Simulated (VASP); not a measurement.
AlN:

```
CELL_PARAMETERS angstrom
0.00000 2.07978 2.18488
2.18488 0.00000 2.18488
2.18488 2.07978 0.00000
ATOMIC_POSITIONS crystal
Al 0.00000 0.00000 0.00000
N 0.75000 0.75000 0.75000
```

This cell differs from its parent crystal: uniaxial y strain -4.8%.

Base run:

| Quantity | Value |
| --- | --- |
| Program | VASP 6.6.1 |
| Functional | PBE |
| Potentials or basis | VASP PAW PBE potentials, release 64 (Al, N) |
| Cutoff | 520 eV |
| k mesh | 10 × 10 × 10 |
| Occupations | fermi-dirac, width 0.02 eV |
| Spin | no spin polarisation |

Its results: band gap on the k mesh 3.08 eV, indirect (least direct gap 4.49 eV); pressure 15.5 GPa.

Q: The run is repeated on the same cell with these changes: functional from PBE to r2SCAN; occupations from fermi-dirac, width 0.02 eV to gaussian, width 0.01 eV. What comes out?

A: Band gap on the k mesh 3.70 eV, indirect (least direct gap 5.21 eV); pressure 10.8 GPa.

Caveats: the PAW data sets were made with another functional, which shifts forces and pressure a little (some runs).

A k mesh can miss the band edges.
